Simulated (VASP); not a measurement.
A run of VASP 6.6.1:

File INCAR:

```
PREC     = Accurate       # precision mode
ENCUT    = 520            # plane-wave cutoff, eV
EDIFF    = 1E-6           # SCF threshold, eV
ISMEAR   = 0              # smearing method
SIGMA    = 0.1            # smearing width, eV
LREAL    = False          # projectors in reciprocal space
LASPH    = True           # aspherical terms in the spheres
NELM     = 100            # most SCF steps
ALGO     = Normal         # electronic algorithm
ISIF     = 2              # what is computed and relaxed
LWAVE    = False          # write WAVECAR
LCHARG   = False          # write CHGCAR
GGA      = PE             # functional
NBANDS   = 18             # bands
```

File KPOINTS:

```
Automatic mesh
0
Gamma
  4 4 4
```

File POSCAR:

```
Sb
1.0
    4.9301785600      0.0000000000      0.0000000000
    0.0000000000      4.9301785600      0.0000000000
    0.0000000000      0.0000000000      4.9301785600
Sb
4
Direct
    0.0299999900      0.0299999900      0.0299999900
    0.4700000100      0.9700000100      0.5299999900
    0.5299999900      0.4700000100      0.9700000100
    0.9700000100      0.5299999900      0.4700000100
```

Potentials or basis: VASP PAW PBE potentials, release 64 (Sb).

Run with:

```sh
$ cat potpaw_PBE.64/Sb/POTCAR > POTCAR
$ mpirun -np 1 vasp_std > vasp.out
```

Hardware: 1 thread of Intel Xeon 6975P-C, on a shared host.

Q: Estimate the wall time of this run.

A: Run time: 17 s on 1 thread of Intel Xeon 6975P-C (shared host), peak memory 0.24 GiB. Counts: scf iterations 11, k points 11.
